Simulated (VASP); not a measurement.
# Pd (Pm-3m) in VASP: single point with PBEsol

Aim: the single point of Pd with PBEsol.

All numbers are computed with VASP 6.6.1; they aren't measurements. Logs are shortened: lines on timing, memory, paths and dates and some standing lists are left out, and cuts for length are marked.

## Step 1: The cell of the first run

It takes space group Pm-3m (No. 221, cubic). The conventional cell has a = 2.450 Å, b = 2.450 Å, c = 2.450 Å, α = 90.00°, β = 90.00°, γ = 90.00°. Within 3.2 Å of Pd (site symmetry m-3m) lie 6 Pd at 2.45 Å.

## Step 2: Single point, PBEsol

The input, INCAR:

```
SYSTEM = Pd
  ALGO = Normal
  EDIFF = 1E-6
  ENCUT = 520
  GGA = PS
  ISIF = 2
  ISMEAR = 0
  LASPH = .TRUE.
  LCHARG = .FALSE.
  LREAL = .FALSE.
  LWAVE = .FALSE.
  NBANDS = 11
  NELM = 100
  PREC = Accurate
  SIGMA = 0.15
```

The input, KPOINTS:

```
k-points
0
G
  24 24 24
  0 0 0
```

The input, POSCAR:

```
Pd
1.0
   -0.8168068166      1.6336136333      1.6336136333
    1.6336136333     -0.8168068166      1.6336136333
    1.6336136333      1.6336136333     -0.8168068166
Pd
1
Direct
    0.0000000000      0.0000000000      0.0000000000
```

Potentials or basis: VASP PAW PBE potentials, release 64 (Pd).

Command:

```console
cat potpaw_PBE.64/Pd/POTCAR > POTCAR
mpirun -np 1 vasp_std > vasp.out
```

OUTCAR:

```text
SYSTEM = Pd
   EDIFF = 1E-6
   ENCUT = 520
   GGA = PS
   ISIF = 2
   ISMEAR = 0
   LASPH = .TRUE.
   LREAL = .FALSE.
   NELM = 100
   PREC = Accurate

 ion  position               nearest neighbor table
   1  0.000  0.000  0.000-

  LATTYP: Found a simple cubic cell.
 ALAT       =     2.4504204499

  Lattice vectors:

 A1 = (  -0.8168068166,   1.6336136333,   1.6336136333)
 A2 = (   1.6336136333,  -0.8168068166,   1.6336136333)
 A3 = (   1.6336136333,   1.6336136333,  -0.8168068166)

Analysis of symmetry for initial positions (statically):
=====================================================================
 Subroutine PRICEL returns:
 Original cell was already a primitive cell.

 Routine SETGRP: Setting up the symmetry group for a
 simple cubic supercell.

 Subroutine GETGRP returns: Found 48 space group operations
[... 9 lines left out ...]

 Routine SETGRP: Setting up the symmetry group for a
 simple cubic supercell.

 Subroutine GETGRP returns: Found 48 space group operations
[... 11 lines left out ...]
                                     Primitive cell

  volume of cell :      14.7137

  direct lattice vectors                    reciprocal lattice vectors
    -0.816806817  1.633613633  1.633613633    -0.136031077  0.272062154  0.272062154
     1.633613633 -0.816806817  1.633613633     0.272062154 -0.136031077  0.272062154
     1.633613633  1.633613633 -0.816806817     0.272062154  0.272062154 -0.136031077

  length of vectors
     2.450420450  2.450420450  2.450420450     0.408093232  0.408093232  0.408093232

  position of ions in fractional coordinates (direct lattice)
     0.000000000  0.000000000  0.000000000

  ion indices of the primitive-cell ions
   primitive index   ion index
                 1           1

----------------------------------------------------------------------------------------

 KPOINTS: k-points

Automatic generation of k-mesh.
 Grid dimensions read from file:
 generate k-points for:   24   24   24

 Generating k-lattice:

  Cartesian coordinates                     Fractional coordinates (reciprocal lattice)
    -0.005667962  0.011335923  0.011335923     0.041666667  0.000000000  0.000000000
     0.011335923 -0.005667962  0.011335923     0.000000000  0.041666667  0.000000000
     0.011335923  0.011335923 -0.005667962     0.000000000  0.000000000  0.041666667

  Length of vectors
     0.017003885  0.017003885  0.017003885

  Shift w.r.t. Gamma in fractional coordinates (k-lattice)
     0.000000000  0.000000000  0.000000000

 Subroutine IBZKPT returns following result:
 ===========================================

 Found    455 irreducible k-points:

 Following reciprocal coordinates:
            Coordinates               Weight
  0.000000  0.000000  0.000000      1.000000
  0.041667  0.000000  0.000000      6.000000
  0.083333  0.000000  0.000000      6.000000
  0.125000  0.000000  0.000000      6.000000
  0.166667  0.000000 -0.000000      6.000000
  0.208333  0.000000 -0.000000      6.000000
[... 16 lines left out ...]
  0.416667  0.041667  0.000000     24.000000
  0.458333  0.041667  0.000000     24.000000
 [... further k-points ...]
   k-points           NKPTS =    455   k-points in BZ     NKDIM =    455   number of bands    NBANDS=     11
   number of dos      NEDOS =    301   number of ions     NIONS =      1
   total plane-waves  NPLWV =   5832
   dimension x,y,z NGX =    18 NGY =   18 NGZ =   18
   dimension x,y,z NGXF=    36 NGYF=   36 NGZF=   36
   ions per type =               1
   NGX,Y,Z   is equivalent  to a cutoff of  12.21, 12.21, 12.21 a.u.
   NGXF,Y,Z  is equivalent  to a cutoff of  24.42, 24.42, 24.42 a.u.
 SYSTEM =  Pd
   PREC   = accura    normal or accurate (medium, high low for compatibility)
   ISTART =      0    job   : 0-new  1-cont  2-samecut
   ICHARG =      2    charge: 1-file 2-atom 10-const
   ISPIN  =      1    spin polarized calculation?
   LNONCOLLINEAR =      F non collinear calculations
   LSORBIT =      F    spin-orbit coupling
   LASPH  =      T    aspherical Exc in radial PAW
   ENCUT  =  520.0 eV  38.22 Ry    6.18 a.u.   4.56  4.56  4.56*2*pi/ulx,y,z
   NELM   =    100;   NELMIN=  2; NELMDL= -5     # of ELM steps
   EDIFF  = 0.1E-05   stopping-criterion for ELM
   LREAL  =      F    real-space projection
   EDIFFG = 0.1E-04   stopping-criterion for IOM
   NSW    =      0    number of steps for IOM
   IBRION =     -1    ionic relax: 0-MD 1-quasi-New 2-CG
   NFREE  =      0    steps in history (QN), initial steepest desc. (CG)
   ISIF   =      2    stress and relaxation
   ISYM   =      2    0-nonsym 1-usesym 2-fastsym
   POTIM  = 0.5000    time-step for ionic-motion
   TEBEG  =    0.0;   TEEND  =   0.0 temperature during run
   PSTRESS=    0.0 pullay stress
   NELECT =      10.0000    total number of electrons
   NUPDOWN=      -1.0000    fix difference up-down
   EMIN   =  10.00;   EMAX   =-10.00  energy-range for DOS
   EFERMI =   0.00;   METHOD = LEGACY
   ISMEAR =     0;   SIGMA  =   0.15  broadening in eV -4-tet -1-fermi 0-gaus
   EFERMI_NEDOS =   21; number of points for ismear=-14 and -15
   IALGO  =     38    algorithm
   IMIX   =      4    mixing-type and parameters
     AMIX     =   0.40;   BMIX     =  1.00
     AMIX_MAG =   1.60;   BMIX_MAG =  1.00
  volume/ion in A,a.u.               =      14.71        99.29
  Fermi-wavevector in a.u.,A,eV,Ry     =   1.439354  2.719984 28.187725  2.071739
  Thomas-Fermi vector in A             =   2.558219
   LORBIT       =      0    0 simple, 1 ext, 2 COOP (PROOUT), +10 PAW based schemes
   GGA     = PS    functional components
   LHFCALC =     F    Hartree Fock is set to
   AEXX    =    0.0000 exact exchange contribution
   IVDW    =     0    specifies the selected vdW correction
   LEPSILON=     F    determine dielectric tensor
   LRPA    =     F    only Hartree local field effects (RPA)
 non-spin polarized calculation
 Gauss-broadening in eV      SIGMA  =   0.15
  energy-cutoff  :      520.00
  volume of cell :       14.71
 maximum number of plane-waves:       432
   NGX =  9   NGY =  9   NGZ =  9

 number of electron      10.0000005 magnetization

 Free energy of the ion-electron system (eV)
  ---------------------------------------------------
  ext. energy  EPLUGINS =         0.00000000
  ---------------------------------------------------
  free energy    TOTEN  =        -5.20797412 eV

  energy without entropy =       -5.19296563  energy(sigma->0) =       -5.20046987

 E-fermi :   9.9909     XC(G=0): -13.2672

 val. band max:        9.9871569202   @ k =   0.2083   0.0833   0.0000
 cond. band min:       9.9942471481   @ k =   0.0417   0.0417   0.0417
 fundamental gap:      0.0070902280
 Fermi energy:         9.9908712028

 k-point     1 :       0.0000    0.0000    0.0000
  band No.  band energies     occupation
      1       2.5834      2.00000
      2       4.0337      2.00000
      3       4.0337      2.00000
      4      10.0709      0.45034
      5      10.0709      0.45034
      6      10.0709      0.45034
      7      27.7422      0.00000
      8      27.7422      0.00000
      9      27.7422      0.00000
     10      35.0128      0.00000
     11      35.2423      0.00000

 k-point     2 :       0.0417    0.0000    0.0000
  band No.  band energies     occupation
      1       2.6368      2.00000
      2       4.0437      2.00000
      3       4.0809      2.00000
      4      10.0274      0.73030
      5      10.0274      0.73030
      6      10.0743      0.43134
      7      27.3285      0.00000
      8      27.8345      0.00000
      9      27.8345      0.00000
     10      35.0179      0.00000
     11      35.0686      0.00000

 k-point     3 :       0.0833    0.0000    0.0000
  band No.  band energies     occupation
      1       2.7897      2.00000
      2       4.0734      2.00000
      3       4.2270      2.00000
      4       9.9018      1.59879
      5       9.9018      1.59878
      6      10.0843      0.37841
      7      26.3131      0.00000
      8      28.1056      0.00000
      9      28.1056      0.00000
     10      34.4314      0.00000
     11      35.0781      0.00000

 k-point     4 :       0.1250    0.0000    0.0000
  band No.  band energies     occupation
      1       3.0208      2.00000
      2       4.1210      2.00000
      3       4.4840      2.00000
      4       9.7076      1.99242
      5       9.7076      1.99242
      6      10.1002      0.30264
      7      25.0299      0.00000
      8      28.5394      0.00000
      9      28.5394      0.00000
     10      33.6441      0.00000
     11      35.0562      0.00000

 k-point     5 :       0.1667    0.0000   -0.0000
  band No.  band energies     occupation
      1       3.2991      2.00000
      2       4.1838      2.00000
      3       4.8672      2.00000
      4       9.4640      2.00000
      5       9.4640      2.00000
      6      10.1210      0.22000
      7      23.6653      0.00000
      8      29.1124      0.00000
      9      29.1124      0.00000
     10      32.7815      0.00000
     11      34.9979      0.00000
[... 211 lines left out ...]
 k-point    21 :       0.3333    0.0417    0.0000
  band No.  band energies     occupation
      1       4.4676      2.00000
      2       4.5506      2.00000
      3       7.4123      2.00000
      4       8.4139      2.00000
      5       8.5079      2.00000
      6      10.1833      0.06958
      7      18.6675      0.00000
      8      29.6439      0.00000
      9      31.7096      0.00000
     10      32.3308      0.00000
     11      34.4314      0.00000

 k-point    22 :       0.3750    0.0417    0.0000
  band No.  band energies     occupation
      1       4.5974      2.00000
      2       4.7162      2.00000
      3       7.7853      2.00000
      4       8.2159      2.00000
      5       8.7201      2.00000
      6      10.2050      0.04348
      7      17.6420      0.00000
      8      29.2257      0.00000
      9      32.2104      0.00000
     10      33.1636      0.00000
     11      34.0935      0.00000

 k-point    23 :       0.4167    0.0417    0.0000
  band No.  band energies     occupation
      1       4.6551      2.00000
      2       4.8910      2.00000
      3       7.7860      2.00000
      4       8.0678      2.00000
      5       9.2776      2.00000
      6      10.2217      0.02951
      7      16.7876      0.00000
      8      28.8928      0.00000
      9      32.4580      0.00000
     10      33.9209      0.00000
     11      34.0007      0.00000

 k-point    24 :       0.4583    0.0417    0.0000
  band No.  band energies     occupation
      1       4.6900      2.00000
      2       5.0056      2.00000
      3       7.7299      2.00000
      4       7.9763      2.00000
      5       9.7612      1.96965
      6      10.2322      0.02286
      7      16.1906      0.00000
      8      28.6842      0.00000
      9      32.4301      0.00000
     10      34.1542      0.00000
     11      34.4946      0.00000

 [... further k-points ...]

------------------------ aborting loop because EDIFF is reached ----------------------------------------

  FORCE on cell =-STRESS in cart. coord.  units (eV):
  Direction    XX          YY          ZZ          XY          YZ          ZX
  --------------------------------------------------------------------------------------
  -------------------------------------------------------------------------------------
  Total        2.6324176      2.6324176      2.6324176      0.0000000      0.0000000      0.0000000
  in kB      286.6444513    286.6444513    286.6444513      0.0000000      0.0000000      0.0000000
  external PRESSURE =     286.6444513 kB  Pullay stress =       0.0000000 kB

 VOLUME and BASIS-vectors are now :
 -----------------------------------------------------------------------------
  energy-cutoff  :      520.00
  volume of cell :       14.71
      direct lattice vectors                 reciprocal lattice vectors
    -0.816806817  1.633613633  1.633613633    -0.136031077  0.272062154  0.272062154
     1.633613633 -0.816806817  1.633613633     0.272062154 -0.136031077  0.272062154
     1.633613633  1.633613633 -0.816806817     0.272062154  0.272062154 -0.136031077

 POSITION                                       TOTAL-FORCE (eV/Angst)
 -----------------------------------------------------------------------------------
      0.00000      0.00000      0.00000        -0.000000      0.000000      0.000000
 -----------------------------------------------------------------------------------
    total drift:                                0.000000      0.000000      0.000000

  FREE ENERGIE OF THE ION-ELECTRON SYSTEM (eV)
  ---------------------------------------------------
  free  energy   TOTEN  =        -5.2079741156 eV

  energy  without entropy=       -5.1929656263  energy(sigma->0) =       -5.20046987
```

Wall time 18 s (1 thread of Intel Xeon 6975P-C (Granite Rapids), shared host); peak memory 0.18 GiB.

What came out:

```
Free energy            : -5.2080 eV
Pressure               : 28.7 GPa
Band gap on the k mesh : zero (band 5 reaches 11.72 eV, above the bottom of band 6 at 9.12 eV)
```

Caveat: the PAW data sets were made with another functional, which shifts forces and pressure a little.
